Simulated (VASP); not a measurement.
Crystal: NiO.

```
Ni O
1.0
     0.00000    2.31360    2.31360
     2.31360    0.00000    2.31360
     2.31360    2.31360    0.00000
Ni O
1 1
Direct
  0.00000 0.00000 0.00000
  0.25000 0.25000 0.25000
```

Base run:

* Program: VASP 6.6.1
* Functional: PBE
* Potentials or basis: VASP PAW PBE potentials, release 64 (Ni_sv_GW, O)
* Cutoff: 600 eV
* k mesh: 10 × 10 × 10
* Occupations: fermi-dirac, width 0.05 eV
* Spin: collinear spin, ferromagnetic start
* Starting moments: [1.0, 0.0] μB

Its results: band gap on the k mesh zero (filled and empty bands overlap); pressure -13.1 GPa; net moment 1.99 μB per cell; site moments Ni +1.57; O +0.37 μB.

Task: The run is repeated on the same cell with these changes: potentials or basis from VASP PAW PBE potentials, release 64 (Ni_sv_GW, O) to VASP PAW PBE potentials, release 64 (Ni, O); cutoff from 600 eV to 520 eV; further incar settings from ALGO = Normal; EDIFF = 1e-06; NBANDS = 23 to ALGO = Normal; EDIFF = 1e-06; NBANDS = 19; valence electrons from 24 to 16. What comes out?

Result: Band gap on the k mesh zero (filled and empty bands overlap); pressure -11.1 GPa; net moment 1.99 μB per cell; site moments Ni +1.55; O +0.38 μB.

Caveats: a cell with one magnetic atom can't hold antiferromagnetic order, which such compounds often take; semilocal functionals often make such compounds metallic where correlation or magnetic order opens a gap, which also shifts bond lengths.
